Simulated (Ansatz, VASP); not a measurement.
**Two plane-wave programs on Mg2C**

```
C Mg
1.0
     0.00000    2.71094    2.71094
     2.71094    0.00000    2.71094
     2.71094    2.71094    0.00000
C Mg
1 2
Cartesian
  0.0000 0.0000 0.0000
  1.3555 1.3555 1.3555
  4.0664 4.0664 4.0664
```

Alike in both runs: task single point; functional PBE-based screened hybrid; k mesh 4 × 4 × 4; no spin polarisation.

|  | VASP | Ansatz |
| --- | --- | --- |
| version | VASP 6.6.1 | Ansatz 0.2.0 |
| potentials or method | VASP PAW PBE potentials, release 64 (C, Mg) | plane waves |
| plane-wave cutoff (eV) | 520 | 420 |
| occupations | gaussian, width 0.01 eV | fixed |
| valence electrons in the cell | 8 | 24 |

|  | VASP | Ansatz | Ansatz less VASP |
| --- | --- | --- | --- |
| gap on the k mesh at the Fermi level (eV) | 2.13 | 2.14 | +0.002 |
| pressure (GPa) | -3.1 | -2.8 | +0.25 |

VASP's potentials were made for PBE, not for PBE-based screened hybrid. VASP's potentials hold 8 valence electrons a cell and Ansatz's 24, so a difference there can come from the potentials and not from the codes. Ansatz's warnings: stress exchange threshold loose, stress scf threshold loose.

The k mesh is coarse, so the values compare programs but aren't converged.
